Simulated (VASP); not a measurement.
CdSe:

```xyz
2
Lattice="0.0000 3.0703 3.0703 3.0703 0.0000 3.0703 3.0703 3.0703 0.0000" Properties=species:S:1:pos:R:3 pbc="T T T"
Cd    0.0000    0.0000    0.0000
Se    4.6054    4.6054    4.6054
```

* Program: VASP 6.6.1
* Task: relaxation of cell and atoms
* Functional: PBEsol
* Potentials or basis: VASP PAW PBE potentials, release 64 (Cd, Se)
* Cutoff: 600 eV
* k mesh: 6 × 6 × 6
* Occupations: gaussian, width 0.01 eV
* Spin: no spin polarisation

At the start: pressure -1.1 GPa; volume 28.94 Å³/atom.

Question: How do energy, volume and symmetry change on relaxing?

Answer: Over 3 steps the energy falls by 2.4 meV/atom and the volume is 28.28 Å³/atom (-2.3 %); space group F-43m (No. 216, to 0.05 Å).

Step by step:
```tsv
step	energy change (eV)	largest force (eV/Å)	pressure (GPa)	volume (Å³)
1	0.0000	0.0000	-1.14	57.88
2	-0.0044	0.0000	0.33	56.18
3	-0.0048	0.0000	0.02	56.55
```

Final structure:
```
Cd Se
1.0
     0.00000    3.04651    3.04651
     3.04651    0.00000    3.04651
     3.04651    3.04651    0.00000
Cd Se
1 1
Cartesian
  0.0000 0.0000 0.0000
  4.5698 4.5698 4.5698
```

Caveat: the PAW data sets were made with another functional, which shifts forces and pressure a little.
